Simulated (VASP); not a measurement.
A run of VASP 6.6.1:

INCAR

```
SYSTEM = Re
PREC = Accurate
ENCUT = 600
EDIFF = 1E-7
ISMEAR = 0
SIGMA = 0.05
LREAL = .FALSE.
LASPH = .TRUE.
NELM = 100
ALGO = Normal
ISIF = 3
LWAVE = .FALSE.
LCHARG = .FALSE.
GGA = PE
IBRION = 2
NSW = 80
EDIFFG = -0.01
```

KPOINTS

```
regular mesh
0
G
  18 18 10
  0 0 0
```

File POSCAR:

```
Re
1.0
    2.7600000000      0.0000000000      0.0000000000
   -1.3800000000      2.3902301144      0.0000000000
    0.0000000000      0.0000000000      4.4574000000
Re
2
Direct
    0.3333333333      0.6666666667      0.7500000000
    0.6666666667      0.3333333333      0.2500000000
```

Potentials or basis: VASP PAW PBE potentials, release 64 (Re).

Command:

```sh
$ cat potpaw_PBE.64/Re/POTCAR > POTCAR
$ mpirun -np 1 vasp_std > vasp.out
```

Hardware: 1 thread of AMD EPYC 7R13, with other jobs on the host.

**Question.** Estimate the wall time of this run.

**Answer.** It took 8.8 min on 1 thread of AMD EPYC 7R13 (shared host), peak memory 0.21 GiB. Counts: scf iterations 37, k points 222, ion steps 4.
